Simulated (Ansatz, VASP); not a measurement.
**Two plane-wave programs on BeS**

The input POSCAR:

```
BeS
1.0
    0.0000000000      2.4343062304      2.4343062304
    2.4343062304      0.0000000000      2.4343062304
    2.4343062304      2.4343062304      0.0000000000
Be S
1 1
Direct
    0.0000000000      0.0000000000      0.0000000000
    0.2500000000      0.2500000000      0.2500000000
```

File INCAR.step1:

```
SYSTEM = BeS
  PREC = Accurate
  ENCUT = 520
  ISMEAR = -1
  SIGMA = 0.001
  LREAL = .FALSE.
  LASPH = .TRUE.
  NELM = 100
  NBANDS = 11
  GGA = PE
  ALGO = Normal
  EDIFF = 1E-4
  LWAVE = .TRUE.
  LCHARG = .FALSE.
```

Contents of INCAR.step2:

```
SYSTEM = BeS
  PREC = Accurate
  ENCUT = 520
  EDIFF = 1E-7
  ISMEAR = -1
  SIGMA = 0.001
  LREAL = .FALSE.
  LASPH = .TRUE.
  NELM = 100
  ALGO = Normal
  ISIF = 2
  LWAVE = .FALSE.
  LCHARG = .FALSE.
  METAGGA = R2SCAN
  LMIXTAU = .TRUE.
  NBANDS = 11
  ISTART = 1
```

File KPOINTS:

```
regular mesh
0
G
  6 6 6
  0 0 0
```

Input for Ansatz:

```yaml
crystal:
  lattice:
    - [0.0, 2.4343062304, 2.4343062304]
    - [2.4343062304, 0.0, 2.4343062304]
    - [2.4343062304, 2.4343062304, 0.0]
  atoms:
    - { symbol: Be, position: [0.0, 0.0, 0.0] }
    - { symbol: S, position: [0.25, 0.25, 0.25] }
kpoints:
  mp_grid: { grid: [6, 6, 6] }
hamiltonian:
  xc: r2scan
scf:
  occupations: { method: fermi_dirac, width: 0.001 }
  n_extra_bands: 4
output:
  forces: true
  stress: true
  eigenvalues: true
```

Alike in both runs: task single point; functional r2SCAN; k mesh 6 × 6 × 6; occupations fermi-dirac, width 0.001 eV; no spin polarisation.

|  | VASP | Ansatz |
| --- | --- | --- |
| version | VASP 6.6.1 | Ansatz 0.2.0 |
| potentials or method | VASP PAW PBE potentials, release 64 (Be, S) | plane waves |
| plane-wave cutoff (eV) | 520 | 500 |
| valence electrons in the cell | 8 | 8 |

VASP gave:

| Property | Result |
| --- | --- |
| gap on the k mesh at the Fermi level (eV) | 3.60 |
| pressure (GPa) | 0.3 |

Question: Estimate Ansatz's values.

Answer: gap on the k mesh at the Fermi level (eV): 3.59; pressure (GPa): 0.0.

VASP's potentials were made for PBE, not for r2SCAN.
